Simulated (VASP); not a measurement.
# WC in VASP: notebook, part 2 of 2

VASP 6.6.1. The steps go on from the part before.

### 6 Single point, r2SCAN

Contents of POSCAR:

```
WC
1.0
    1.6403461100     -2.1180379000      0.0000000000
    1.6403461100      2.1180379000      0.0000000000
    0.0000000000      0.0000000000      4.3094211000
W C
1 1
Direct
    0.5148190000      0.5227010000      0.4938880000
   -0.0034950000      0.0072040000     -0.0096200000
```

Contents of INCAR.step1:

```
SYSTEM = WC
ALGO = Normal
EDIFF = 1E-4
ENCUT = 520
GGA = PE
ISMEAR = -1
LASPH = .True.
LCHARG = .False.
LREAL = .False.
LWAVE = .True.
NBANDS = 16
NELM = 100
PREC = Accurate
SIGMA = 0.01
```

Contents of INCAR.step2:

```
SYSTEM = WC
ALGO = Normal
EDIFF = 1E-6
ENCUT = 520
ISIF = 2
ISMEAR = -1
ISTART = 1
LASPH = .True.
LCHARG = .False.
LMIXTAU = .True.
LREAL = .False.
LWAVE = .False.
METAGGA = R2SCAN
NBANDS = 16
NELM = 100
PREC = Accurate
SIGMA = 0.01
```

Contents of KPOINTS:

```
k-points
0
Gamma
  7 7 5
  0 0 0
```

Potentials or basis: VASP PAW PBE potentials, release 64 (W_sv, C).

The run is started by

```sh
cat potpaw_PBE.64/W_sv/POTCAR potpaw_PBE.64/C/POTCAR > POTCAR
cp INCAR.step1 INCAR
mpirun -np 1 vasp_std > vasp.out
cp INCAR.step2 INCAR
mpirun -np 1 vasp_std > vasp.out
```

OUTCAR:

```text
SYSTEM = WC
   EDIFF = 1E-6
   ENCUT = 520
   ISIF = 2
   ISMEAR = -1
   ISTART = 1
   LASPH = .True.
   LREAL = .False.
   METAGGA = R2SCAN
   NELM = 100
   PREC = Accurate

 ion  position               nearest neighbor table
   1  0.515  0.523  0.494-   2 2.66   2 2.69   2 2.73   2 2.75
   2  0.997  0.007  0.990-   1 2.66   1 2.69   1 2.73   1 2.75

  LATTYP: Found a base centered orthorhombic cell.
 ALAT       =     3.2806922200
 B/A-ratio  =     1.2912140231
 C/A-ratio  =     1.3135706769

  Lattice vectors:

 A1 = (   1.6403461100,  -2.1180379000,   0.0000000000)
 A2 = (   1.6403461100,   2.1180379000,   0.0000000000)
 A3 = (   0.0000000000,   0.0000000000,   4.3094211000)

Analysis of symmetry for initial positions (statically):
=====================================================================
 Subroutine PRICEL returns:
 Original cell was already a primitive cell.

 Routine SETGRP: Setting up the symmetry group for a
 base centered orthorhombic supercell.

 Subroutine GETGRP returns: Found  1 space group operations
 (whereof  1 operations were pure point group operations)
 out of a pool of  8 trial point group operations.
[... 156 lines left out ...]
  ext. energy  EPLUGINS =         0.00000000
  ---------------------------------------------------
  free energy    TOTEN  =       -55.45998036 eV

  energy without entropy =      -55.45942434  energy(sigma->0) =      -55.45970235

 E-fermi :   7.0949     XC(G=0): -12.8090

 val. band max:        7.0892752197   @ k =  -0.2857  -0.2857   0.4000
 cond. band min:       7.1505931340   @ k =  -0.2857   0.2857   0.2000
 fundamental gap:      0.0613179143
 Fermi energy:         7.0948858402

 k-point     1 :       0.0000    0.0000    0.0000
  band No.  band energies     occupation
      1     -69.7465      2.00000
      2     -33.4004      2.00000
      3     -32.7208      2.00000
      4     -32.4314      2.00000
      5      -6.0514      2.00000
      6       1.1135      2.00000
[... 433 lines left out ...]
      3     -33.3899      2.00000
      4     -33.1690      2.00000
      5      -1.8287      2.00000
      6       3.5050      2.00000
[... 8 lines left out ...]
     15      16.9827      0.00000
     16      20.2615      0.00000

 [... further k-points ...]
[... 5 lines left out ...]
  --------------------------------------------------------------------------------------
  -------------------------------------------------------------------------------------
  Total       -7.4060582     -0.2777539    -11.3290578     -0.0003598     -0.0006621      0.0225580
  in kB     -396.2593787    -14.8611536   -606.1585366     -0.0192487     -0.0354271      1.2069589
  external PRESSURE =    -339.0930230 kB  Pullay stress =       0.0000000 kB

 VOLUME and BASIS-vectors are now :
 -----------------------------------------------------------------------------
  energy-cutoff  :      520.00
  volume of cell :       29.94
      direct lattice vectors                 reciprocal lattice vectors
     1.640346110 -2.118037900  0.000000000     0.304813720 -0.236067542  0.000000000
     1.640346110  2.118037900  0.000000000     0.304813720  0.236067542  0.000000000
     0.000000000  0.000000000  4.309421100     0.000000000  0.000000000  0.232049729

 POSITION                                       TOTAL-FORCE (eV/Angst)
 -----------------------------------------------------------------------------------
      1.70189      0.01669      2.12837         0.167368     -0.006957      0.140604
      1.64643     -2.09538      4.26796        -0.167368      0.006957     -0.140604
 -----------------------------------------------------------------------------------
    total drift:                                0.000141     -0.000010      0.000144

  FREE ENERGIE OF THE ION-ELECTRON SYSTEM (eV)
  ---------------------------------------------------
  free  energy   TOTEN  =       -55.4599803564 eV

  energy  without entropy=      -55.4594243388  energy(sigma->0) =      -55.45970235
```

OUTCAR.step1:

```text
SYSTEM = WC
   EDIFF = 1E-4
   ENCUT = 520
   GGA = PE
   ISMEAR = -1
   LASPH = .True.
   LREAL = .False.
[... 677 lines left out ...]
      1.70189      0.01669      2.12837         0.158334     -0.006732      0.125678
      1.64643     -2.09538      4.26796        -0.158334      0.006732     -0.125678
 -----------------------------------------------------------------------------------
    total drift:                                0.000535     -0.000028     -0.000072

  FREE ENERGIE OF THE ION-ELECTRON SYSTEM (eV)
  ---------------------------------------------------
  free  energy   TOTEN  =       -16.6587016997 eV

  energy  without entropy=      -16.6581951877  energy(sigma->0) =      -16.65844844
```

It took 67 s on 1 thread of Intel Xeon 6975P-C (Granite Rapids), shared host; peak memory 0.18 GiB.

What came out:

| Property | Result |
| --- | --- |
| Free energy | -55.4600 eV |
| Pressure | -33.9 GPa |
| Largest force | 0.219 eV/Å |
| Band gap on the k mesh | zero (bands 9 and 10 overlap by 4.05 eV) |

Forces in eV/Å, atoms in the order of the input:
```
W    0.167 -0.007  0.141
C   -0.167  0.007 -0.141
```

Caveat: the cell stands under tension; the PAW data sets were made with another functional, which shifts forces and pressure a little; spin-orbit coupling is left out, which moves the levels of the heavy elements.

### 7 Overview

| level | potentials or basis | spin | cell | cutoff (eV) | smearing | gap on the mesh (eV) | pressure (GPa) | moment (μB) | largest force (eV/Å) |
| --- | --- | --- | --- | --- | --- | --- | --- | --- | --- |
| LDA | VASP PAW LDA potentials, release 64 (W_sv, C) | non-collinear, zero start, SOC | as given, atomic positions A | 520 | fermi-dirac 0.05 eV | - | -38.7 | 0.00 | - |
| PBEsol | VASP PAW PBE potentials, release 64 (W_sv, C) | non-collinear, zero start, SOC | as given, atomic positions A | 600 | fermi-dirac 0.05 eV | - | -35.7 | 0.00 | - |
| r2SCAN | VASP PAW PBE potentials, release 64 (W_sv, C) | off | as given, atomic positions B | 520 | fermi-dirac 0.05 eV | none | -33.8 | - | 0.22 |
| r2SCAN | VASP PAW PBE potentials, release 64 (W_sv, C) | off | as given, atomic positions B | 520 | fermi-dirac 0.025 eV | none | -33.9 | - | 0.22 |
| r2SCAN | VASP PAW PBE potentials, release 64 (W_sv, C) | off | as given, atomic positions B | 520 | fermi-dirac 0.01 eV | none | -33.9 | - | 0.22 |

Alike in all rows: task single point; k mesh 7 × 7 × 5.

Caveats: the cell stands under tension; the PAW data sets were made with another functional, which shifts forces and pressure a little (at least some runs); spin-orbit coupling is left out, which moves the levels of the heavy elements (at least some runs).

Total energies depend on the potentials used, so only differences within one code and one set of settings carry meaning.
